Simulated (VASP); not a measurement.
# Pd in VASP: single point with BLYP

Aim: the single point of Pd with BLYP.

Everything below comes from runs of VASP 6.6.1. Logs are shortened: lines on timing, memory, paths and dates and some standing lists are left out, and cuts for length are marked.

## (1) The cell of the first run

The typed cell holds 2 atoms: a = 4.708 Å, b = 4.708 Å, c = 2.767 Å, α = 90.00°, β = 90.00°, γ = 146.10°.

## (2) Single point, BLYP, collinear spin

INCAR

```
PREC = Accurate ; ENCUT = 520
EDIFF = 1E-6 ; ISMEAR = -1
SIGMA = 0.05 ; LREAL = F
LASPH = T ; NELM = 150
ALGO = Normal ; ISIF = 2
LWAVE = F ; LCHARG = F
ISPIN = 2 ; MAGMOM = 0.5 0.5
LORBIT = 11 ; LMAXMIX = 4
GGA = B5 ; ALDAX = 1.0
AGGAX = 1.0 ; AGGAC = 1.0
ALDAC = 0.0 ; NBANDS = 21
ISYM = 0 ; KPAR = 4
```

KPOINTS

```
Automatic mesh
0
Gamma
  13 13 9
```

POSCAR

```
Pd
1.0
   -2.9783798577      3.3901412277      1.3414566000
    3.3901412277     -2.9783798577      1.3414566000
    1.9120197059      1.9120197059     -0.5873148968
Pd
2
Direct
    0.0076310474      0.9923689526      0.0000000000
    0.7423689526      0.2576310474      0.5000000000
```

Potentials or basis: VASP PAW PBE potentials, release 64 (Pd).

Started as:

```console
cat potpaw_PBE.64/Pd/POTCAR > POTCAR
mpirun -np 4 vasp_std > vasp.out
```

OUTCAR:

```text
PREC = Accurate
   ENCUT = 520
   EDIFF = 1E-6
   ISMEAR = -1
   LREAL = F
   LASPH = T
   NELM = 150
   ISIF = 2
   ISPIN = 2
   LORBIT = 11
   GGA = B5
   ISYM = 0

 ion  position               nearest neighbor table
   1  0.008  0.992  0.000-   2 2.76   2 2.76   2 2.88   2 2.88   2 2.88   2 2.88
   2  0.742  0.258  0.500-   1 2.76   1 2.76   1 2.88   1 2.88   1 2.88   1 2.88

IMPORTANT INFORMATION: All symmetrisations will be switched off!
NOSYMM: (Re-)initialisation of all symmetry stuff for point group C_1.

----------------------------------------------------------------------------------------

                                     Primitive cell

  volume of cell :      34.2093

  direct lattice vectors                    reciprocal lattice vectors
    -2.978379858  3.390141228  1.341456600    -0.023842806  0.133179521  0.355948662
     3.390141228 -2.978379858  1.341456600     0.133179521 -0.023842806  0.355948662
     1.912019706  1.912019706 -0.587314897     0.249730524  0.249730524 -0.076655020

  length of vectors
     4.707792469  4.707792469  2.767052132     0.380794845  0.380794845  0.361395436

  position of ions in fractional coordinates (direct lattice)
     0.007631047  0.992368953  1.000000000
     0.742368953  0.257631047  0.500000000

  ion indices of the primitive-cell ions
   primitive index   ion index
                 1           1
                 2           2

----------------------------------------------------------------------------------------

 KPOINTS: Automatic mesh

Automatic generation of k-mesh.
 Grid dimensions read from file:
 generate k-points for:   13   13    9

 Generating k-lattice:

  Cartesian coordinates                     Fractional coordinates (reciprocal lattice)
    -0.001834062  0.010244579  0.027380666     0.076923077  0.000000000 -0.000000000
     0.010244579 -0.001834062  0.027380666     0.000000000  0.076923077 -0.000000000
     0.027747836  0.027747836 -0.008517224     0.000000000  0.000000000  0.111111111

  Length of vectors
     0.029291911  0.029291911  0.040155048

  Shift w.r.t. Gamma in fractional coordinates (k-lattice)
     0.000000000  0.000000000  0.000000000

 Subroutine IBZKPT returns following result:
 ===========================================

 Found    761 irreducible k-points:

 Following reciprocal coordinates:
[... 61 lines left out ...]
   IALGO  =     38    algorithm
   IMIX   =      4    mixing-type and parameters
     AMIX     =   0.40;   BMIX     =  1.00
     AMIX_MAG =   1.60;   BMIX_MAG =  1.00
  volume/ion in A,a.u.               =      17.10       115.43
  Fermi-wavevector in a.u.,A,eV,Ry     =   1.368896  2.586837 25.495616  1.873875
  Thomas-Fermi vector in A             =   2.494819
   LORBIT       =     11    0 simple, 1 ext, 2 COOP (PROOUT), +10 PAW based schemes
   GGA     = B5    functional components
   LHFCALC =     F    Hartree Fock is set to
   AEXX    =    0.0000 exact exchange contribution
   IVDW    =     0    specifies the selected vdW correction
   LEPSILON=     F    determine dielectric tensor
   LRPA    =     F    only Hartree local field effects (RPA)
 spin polarized calculation
  energy-cutoff  :      520.00
  volume of cell :       34.21
 maximum number of plane-waves:       935
   NGX = 17   NGY = 17   NGZ = 11

 number of electron      20.0000000 magnetization       0.0000718

 Free energy of the ion-electron system (eV)
  ---------------------------------------------------
  ext. energy  EPLUGINS =         0.00000000
  ---------------------------------------------------
  free energy    TOTEN  =        -8.59385635 eV

  energy without entropy =       -8.56435074  energy(sigma->0) =       -8.57910354

 E-fermi :   8.0576     XC(G=0): -11.6167

 val. band max:        8.0575240037   @ k =   0.3846   0.2308   0.2222
 cond. band min:       8.0575959662   @ k =   0.3846   0.2308  -0.2222
 fundamental gap:      0.0000719624
 Fermi energy:         8.0575880737

 spin component 1

 k-point     1 :       0.0000    0.0000    0.0000
  band No.  band energies     occupation
      1       2.0727      1.00000
      2       3.6137      1.00000
      3       4.1921      1.00000
      4       4.6404      1.00000
      5       5.7880      1.00000
      6       6.0778      1.00000
[... 565 lines left out ...]
     20      30.0406      0.00000
     21      31.4091      0.00000

 [... further k-points ...]

 spin component 2

 k-point     1 :       0.0000    0.0000    0.0000
  band No.  band energies     occupation
      1       2.0727      1.00000
      2       3.6137      1.00000
      3       4.1922      1.00000
      4       4.6405      1.00000
      5       5.7882      1.00000
      6       6.0779      1.00000
[... 565 lines left out ...]
     20      30.0406      0.00000
     21      31.4091      0.00000

 [... further k-points ...]

------------------------ aborting loop because EDIFF is reached ----------------------------------------

  FORCE on cell =-STRESS in cart. coord.  units (eV):
  Direction    XX          YY          ZZ          XY          YZ          ZX
  --------------------------------------------------------------------------------------
  -------------------------------------------------------------------------------------
  Total        0.0584696      0.0584699      0.0553050      0.0028141     -0.0008278     -0.0008275
  in kB        2.7384034      2.7384141      2.5901891      0.1317970     -0.0387686     -0.0387560
  external PRESSURE =       2.6890022 kB  Pullay stress =       0.0000000 kB

 VOLUME and BASIS-vectors are now :
 -----------------------------------------------------------------------------
  energy-cutoff  :      520.00
  volume of cell :       34.21
      direct lattice vectors                 reciprocal lattice vectors
    -2.978379858  3.390141228  1.341456600    -0.023842806  0.133179521  0.355948662
     3.390141228 -2.978379858  1.341456600     0.133179521 -0.023842806  0.355948662
     1.912019706  1.912019706 -0.587314897     0.249730524  0.249730524 -0.076655020

 POSITION                                       TOTAL-FORCE (eV/Angst)
 -----------------------------------------------------------------------------------
      3.34154     -2.92978      1.34146        -0.000488      0.000488      0.000000
     -0.38164      2.70542      1.04780         0.000488     -0.000488     -0.000000
 -----------------------------------------------------------------------------------
    total drift:                                0.000035     -0.000035      0.000000

  FREE ENERGIE OF THE ION-ELECTRON SYSTEM (eV)
  ---------------------------------------------------
  free  energy   TOTEN  =        -8.5938563513 eV

  energy  without entropy=       -8.5643507369  energy(sigma->0) =       -8.57910354

 total charge

# of ion       s       p       d       tot
------------------------------------------
    1        0.436   0.346   8.507   9.289
    2        0.436   0.346   8.507   9.289
--------------------------------------------------
tot          0.872   0.692  17.014  18.578

 magnetization (x)

# of ion       s       p       d       tot
------------------------------------------
    1        0.000   0.000   0.000   0.000
    2        0.000   0.000   0.000   0.000
--------------------------------------------------
tot          0.000   0.000   0.000   0.000
```

OSZICAR:

```text
N       E                     dE             d eps       ncg     rms          rms(c)
DAV:   1     0.116288508323E+03    0.11629E+03   -0.92018E+03 63924   0.874E+02
DAV:   2    -0.628427978017E+01   -0.12257E+03   -0.11370E+03 72314   0.221E+02
DAV:   3    -0.893432850815E+01   -0.26500E+01   -0.26246E+01 75545   0.347E+01
DAV:   4    -0.895753053430E+01   -0.23202E-01   -0.23197E-01 75440   0.330E+00
DAV:   5    -0.895801515039E+01   -0.48462E-03   -0.48461E-03 81160   0.492E-01    0.759E+00
DAV:   6    -0.860273698136E+01    0.35528E+00   -0.84546E-01 76234   0.800E+00    0.357E+00
DAV:   7    -0.859651202574E+01    0.62250E-02   -0.99303E-03 76068   0.803E-01    0.193E+00
DAV:   8    -0.859390770137E+01    0.26043E-02   -0.23176E-03 76339   0.344E-01    0.406E-01
DAV:   9    -0.859384214035E+01    0.65561E-04   -0.11027E-04 84164   0.746E-02    0.392E-02
DAV:  10    -0.859385150977E+01   -0.93694E-05   -0.16918E-05 76967   0.270E-02    0.162E-02
DAV:  11    -0.859385529403E+01   -0.37843E-05   -0.23870E-06 70750   0.125E-02    0.102E-02
DAV:  12    -0.859385647905E+01   -0.11850E-05   -0.21973E-06 58748   0.143E-02    0.503E-03
DAV:  13    -0.859385635126E+01    0.12779E-06   -0.17964E-06 38012   0.138E-02
   1 F= -.85938564E+01 E0= -.85791035E+01  d E =-.295056E-01  mag=     0.0001
```

Run time: 9.7 min. Hardware: 4 MPI ranks of Oxide Virtual Turin-like, shared host; peak memory 0.76 GiB.

What came out:

| Quantity | Value |
| --- | --- |
| Free energy | -8.5939 eV |
| Pressure | 0.3 GPa |
| Band gap on the k mesh | zero (filled and empty bands overlap) |
| Net moment | 0.00 μB per cell |
| Valence electrons inside the program's atomic spheres | Pd 9.29 |

Caveat: the PAW data sets were made with another functional, which shifts forces and pressure a little.
